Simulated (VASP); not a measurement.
# AlO (Pm-3m) in VASP: further runs, part 2 of 2

VASP 6.6.1.

## Step 4: Relaxation of cell and atoms, PBE

File INCAR:

```
SYSTEM = AlO
PREC = Accurate
ENCUT = 600
EDIFF = 1E-7
ISMEAR = 0
SIGMA = 0.1
LREAL = .False.
LASPH = .True.
NELM = 100
ALGO = Normal
ISIF = 3
LWAVE = .False.
LCHARG = .False.
GGA = PE
IBRION = 2
NSW = 100
EDIFFG = -0.01
```

File KPOINTS:

```
regular mesh
0
Gamma
  20 20 20
  0 0 0
```

File POSCAR:

```
AlO
1.0
    2.7708677693      0.0000000000      0.0000000000
    0.0000000000      2.7708677693      0.0000000000
    0.0000000000      0.0000000000      2.7708677693
Al O
1 1
Direct
    0.5000000000      0.5000000000      0.5000000000
    0.0000000000      0.0000000000      0.0000000000
```

Launch:

```sh
cat potpaw_PBE.64/Al/POTCAR potpaw_PBE.64/O/POTCAR > POTCAR
mpirun -np 1 vasp_std > vasp.out
```

Run time: 64 s. Hardware: 1 thread of AMD EPYC 7R43 (Zen 3), shared host; peak memory 0.15 GiB.

The run converged. Its results:

- Free energy: -10.0570 eV
- Relaxed volume: 10.58 Å³/atom
- Relaxed cell: a = 2.766 Å, b = 2.766 Å, c = 2.766 Å, α = 90.00°, β = 90.00°, γ = 90.00°
- Space group after relaxing (to 0.05 Å): Pm-3m (No. 221)
- Energy gained by relaxing: 0.1 meV/atom
- Ionic steps: 2
- Pressure after relaxing: 0.1 GPa

Step by step:
| step | energy change (eV) | largest force (eV/Å) | pressure (GPa) | volume (Å³) |
| --- | --- | --- | --- | --- |
| 1 | 0.0000 | 0.0000 | -0.53 | 21.27 |
| 2 | -0.0001 | 0.0000 | 0.14 | 21.17 |

Final structure:
```
Al O
1.0
     2.76619    0.00000    0.00000
     0.00000    2.76619    0.00000
     0.00000    0.00000    2.76619
Al O
1 1
Direct
  0.50000 0.50000 0.50000
  0.00000 0.00000 0.00000
```

Levels at points of the mesh, in eV from the Fermi level:
```tsv
k point	band 1	band 2	band 3	band 4	band 5	band 6	band 7	band 8
(0.00, 0.00, 0.00)	-21.20	-4.96	-4.42	-4.42	-4.42	5.66	5.66	11.12
(0.50, 0.00, 0.00)	-20.15	-10.25	-3.86	-3.86	0.14	2.19	8.69	9.72
(0.50, 0.50, 0.00)	-19.40	-7.99	-7.99	-3.37	-2.43	5.00	5.00	8.06
(0.50, 0.50, 0.50)	-18.78	-6.43	-6.43	-6.43	0.65	0.65	0.65	4.48
```

Caveat: an odd number of electrons without spin polarisation forces a metal; a magnetic or distorted state may lie lower.

## Step 5: Single point, PBE

File INCAR:

```
ALGO     = Normal         # electronic algorithm
EDIFF    = 1E-6           # SCF threshold, eV
ENCUT    = 520            # plane-wave cutoff, eV
GGA      = PE             # functional
ISIF     = 2              # what is computed and relaxed
ISMEAR   = 0              # smearing method
LASPH    = T              # aspherical terms in the spheres
LCHARG   = T              # write CHGCAR
LELF     = T              # ELF
LREAL    = F              # projectors in reciprocal space
LVHAR    = T            
LWAVE    = F              # write WAVECAR
NBANDS   = 12             # bands
NELM     = 60             # most SCF steps
PREC     = Accurate       # precision mode
SIGMA    = 0.1            # smearing width, eV
```

File KPOINTS:

```
k-points
0
Gamma
  6 6 6
```

POSCAR is that of step 4.

Launch:

```sh
cat potpaw_PBE.64/Al/POTCAR potpaw_PBE.64/O/POTCAR > POTCAR
mpirun -np 1 vasp_std > vasp.out
```

It took 2.9 s on 1 thread of AMD EPYC 9R45 (Zen 5), shared host; peak memory 0.1 GiB.

It converged, with:

- Free energy: -10.0390 eV
- Pressure: -0.2 GPa

Levels at points of the mesh, in eV from the Fermi level:
```
           k point  band 2  band 3  band 4  band 5  band 6  band 7  band 8  band 9
(0.00, 0.00, 0.00)   -4.93   -4.35   -4.35   -4.35    5.70    5.70   11.10   11.10
(0.50, 0.00, 0.00)  -10.16   -3.79   -3.79    0.16    2.20    8.71    9.72    9.72
(0.50, 0.50, 0.00)   -7.90   -7.90   -3.30   -2.40    5.01    5.01    8.08   13.54
(0.50, 0.50, 0.50)   -6.35   -6.35   -6.35    0.69    0.69    0.69    4.46   12.73
```

Caveat: the k points lie up to 0.38 Å⁻¹ apart; an odd number of electrons without spin polarisation forces a metal; a magnetic or distorted state may lie lower.

## Step 6: Single point, PBE, collinear spin, ferromagnetic start

This run uses another cell than the first one, of 10.76 Å³/atom, 1.014 times its volume.

File INCAR:

```
SYSTEM = AlO
PREC = Accurate ; ENCUT = 520
EDIFF = 1E-6 ; ISMEAR = 0
SIGMA = 0.1 ; LREAL = .False.
LASPH = .True. ; NELM = 150
ALGO = Normal ; ISIF = 2
LWAVE = .False. ; LCHARG = .False.
ISPIN = 2 ; MAGMOM = 0 1
LORBIT = 11 ; GGA = PE
NBANDS = 16
```

File KPOINTS:

```
regular mesh
0
Gamma
  4 4 4
  0 0 0
```

File POSCAR:

```
AlO
1.0
    2.7817248871      0.0000000000      0.0000000000
    0.0000000000      2.7817248871      0.0000000000
    0.0000000000      0.0000000000      2.7817248871
Al O
1 1
Direct
    0.5000000000      0.5000000000      0.5000000000
    0.0000000000      0.0000000000      0.0000000000
```

Potentials or basis: VASP PAW PBE potentials, release 64 (Al, O).

Launch:

```sh
cat potpaw_PBE.64/Al/POTCAR potpaw_PBE.64/O/POTCAR > POTCAR
mpirun -np 1 vasp_std > vasp.out
```

OUTCAR:

```text
SYSTEM = AlO
   PREC = Accurate
   ENCUT = 520
   EDIFF = 1E-6
   ISMEAR = 0
   LREAL = .False.
   LASPH = .True.
   NELM = 150
   ISIF = 2
   ISPIN = 2
   LORBIT = 11
   GGA = PE

 ion  position               nearest neighbor table
   1  0.500  0.500  0.500-   2 2.41   2 2.41   2 2.41   2 2.41   2 2.41   2 2.41   2 2.41   2 2.41

   2  0.000  0.000  0.000-   1 2.41   1 2.41   1 2.41   1 2.41   1 2.41   1 2.41   1 2.41   1 2.41

  LATTYP: Found a simple cubic cell.
 ALAT       =     2.7817248871

  Lattice vectors:

 A1 = (   2.7817248871,   0.0000000000,   0.0000000000)
 A2 = (   0.0000000000,   2.7817248871,   0.0000000000)
 A3 = (   0.0000000000,   0.0000000000,   2.7817248871)

Analysis of symmetry for initial positions (statically):
=====================================================================
 Subroutine PRICEL returns:
 Original cell was already a primitive cell.

 Routine SETGRP: Setting up the symmetry group for a
 simple cubic supercell.

 Subroutine GETGRP returns: Found 48 space group operations
 (whereof 48 operations were pure point group operations)
[... 546 lines left out ...]
      6       9.6800      0.00000
[... 8 lines left out ...]
     15      45.3068      0.00000
     16      45.3068      0.00000

------------------------ aborting loop because EDIFF is reached ----------------------------------------

  FORCE on cell =-STRESS in cart. coord.  units (eV):
  Direction    XX          YY          ZZ          XY          YZ          ZX
  --------------------------------------------------------------------------------------
  -------------------------------------------------------------------------------------
  Total       -0.0100535     -0.0100535     -0.0100535      0.0000000     -0.0000000      0.0000000
  in kB       -0.7483188     -0.7483188     -0.7483188      0.0000000     -0.0000000      0.0000000
  external PRESSURE =      -0.7483188 kB  Pullay stress =       0.0000000 kB

 VOLUME and BASIS-vectors are now :
 -----------------------------------------------------------------------------
  energy-cutoff  :      520.00
  volume of cell :       21.52
      direct lattice vectors                 reciprocal lattice vectors
     2.781724887  0.000000000  0.000000000     0.359489180  0.000000000  0.000000000
     0.000000000  2.781724887  0.000000000     0.000000000  0.359489180  0.000000000
     0.000000000  0.000000000  2.781724887     0.000000000  0.000000000  0.359489180

 POSITION                                       TOTAL-FORCE (eV/Angst)
 -----------------------------------------------------------------------------------
      1.39086      1.39086      1.39086         0.000000      0.000000      0.000000
      0.00000      0.00000      0.00000         0.000000      0.000000      0.000000
 -----------------------------------------------------------------------------------
    total drift:                               -0.000000      0.000000      0.000000

  FREE ENERGIE OF THE ION-ELECTRON SYSTEM (eV)
  ---------------------------------------------------
  free  energy   TOTEN  =       -10.0095914783 eV

  energy  without entropy=      -10.0032906656  energy(sigma->0) =      -10.00644107

 total charge

# of ion       s       p       d       tot
------------------------------------------
    1        0.436   0.239   0.000   0.675
    2        1.620   3.293   0.000   4.912
--------------------------------------------------
tot          2.056   3.532   0.000   5.588

 magnetization (x)

# of ion       s       p       d       tot
------------------------------------------
    1       -0.000  -0.000   0.000  -0.000
    2       -0.000  -0.000   0.000  -0.000
--------------------------------------------------
tot         -0.000  -0.000   0.000  -0.000
```

OSZICAR:

```text
N       E                     dE             d eps       ncg     rms          rms(c)
DAV:   1     0.124047236146E+02    0.12405E+02   -0.41179E+03   640   0.509E+02
DAV:   2    -0.104304495263E+02   -0.22835E+02   -0.21706E+02   856   0.103E+02
DAV:   3    -0.109340812599E+02   -0.50363E+00   -0.50330E+00   824   0.119E+01
DAV:   4    -0.109359842662E+02   -0.19030E-02   -0.19030E-02   848   0.891E-01
DAV:   5    -0.109360042111E+02   -0.19945E-04   -0.19944E-04   856   0.851E-02    0.798E+00
DAV:   6    -0.100967339621E+02    0.83927E+00   -0.82525E+00   760   0.112E+01    0.255E+00
DAV:   7    -0.100320075942E+02    0.64726E-01   -0.30889E-01   784   0.264E+00    0.105E+00
DAV:   8    -0.100085969069E+02    0.23411E-01   -0.62767E-02   736   0.150E+00    0.333E-01
DAV:   9    -0.100094267704E+02   -0.82986E-03   -0.17076E-03   840   0.230E-01    0.137E-01
DAV:  10    -0.100095821308E+02   -0.15536E-03   -0.64026E-05   864   0.506E-02    0.765E-02
DAV:  11    -0.100095913939E+02   -0.92631E-05   -0.42011E-05   864   0.368E-02    0.196E-02
DAV:  12    -0.100095914783E+02   -0.84413E-07   -0.49146E-06   792   0.137E-02
   1 F= -.10009591E+02 E0= -.10006441E+02  d E =-.630081E-02  mag=    -0.0002
```

It took 4 s on 1 thread of AMD EPYC 9R45 (Zen 5), shared host; peak memory 0.11 GiB.

What came out:

```yaml
Free_energy: -10.0096 eV
Pressure: -0.1 GPa
Net_moment: 0.00 μB per cell
Valence_electrons_inside_the_program's_atomic_spheres: Al 0.68; O 4.91
```

Caveat: the k points lie up to 0.56 Å⁻¹ apart.

## Step 7: The runs side by side

```csv
task,spin,cell,k mesh,cutoff (eV),gap on the mesh (eV),pressure (GPa)
single point,off,"a = 2.769 Å, 2 atoms",20 × 20 × 20,520,none,-0.2
relaxation of cell and atoms,off,"relaxed from a = 2.771 Å, 2 atoms",20 × 20 × 20,600,none,0.1
single point,off,"a = 2.771 Å, 2 atoms",6 × 6 × 6,520,none,-0.2
single point,"collinear, ferromagnetic start","a = 2.782 Å, 2 atoms",4 × 4 × 4,520,none,-0.1
```

Alike in all rows: level PBE; potentials or basis VASP PAW PBE potentials, release 64 (Al, O); smearing gaussian 0.1 eV.

Caveats: some runs use coarse meshes; an odd number of electrons without spin polarisation forces a metal (some runs); a magnetic or distorted state may lie lower (some runs).

Total energies depend on the potentials used, so only differences within one code and one set of settings carry meaning.
